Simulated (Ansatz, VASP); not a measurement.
# SiC in VASP and in Ansatz

```
Si C
1.0
     0.00000   -2.16441   -2.26549
     0.00000    2.16441   -2.26549
     4.32882    0.00000    0.00000
Si C
2 2
Cartesian
  2.1644 0.0000 -2.3283
  0.0000 0.0000 0.0628
  1.0822 1.0416 -1.1327
  3.2466 -1.0416 -1.1327
```

Change from the starting cell: mode 4 frozen in at -0.060 Å, normal strain along y +0.0467.

Alike in both runs: task single point; functional LDA; k mesh 10 × 10 × 6; occupations gaussian, width 0.05 eV; no spin polarisation.

|  | VASP | Ansatz |
| --- | --- | --- |
| version | VASP 6.6.1 | Ansatz 0.2.0 |
| potentials or method | VASP PAW LDA potentials, release 64 (Si, C), cutoff 600 eV | scalar-relativistic, plane waves, PAW |
| valence electrons in the cell | 16 | 16 |

|  | VASP | Ansatz | Ansatz less VASP |
| --- | --- | --- | --- |
| gap on the k mesh at the Fermi level (eV) | 1.06 | 1.07 | +0.013 |
| least direct gap on the mesh (eV) | 1.08 | 1.09 | +0.012 |
| pressure (GPa) | -9.5 | -9.8 | -0.22 |
| traceless stress, the component that is largest in VASP (GPa) | -8.73 | -8.73 | -0.002 |
| rms of the force components (eV/Å) | 0.352 | 0.352 | +0.0002 |

Ansatz warns that its potentials were made for another functional, while VASP's fit it. LDA's correlation is that of Perdew and Zunger in VASP and of Perdew and Wang (1992) in Ansatz. Atom by atom the forces differ by 0.001 eV/Å (rms over components).
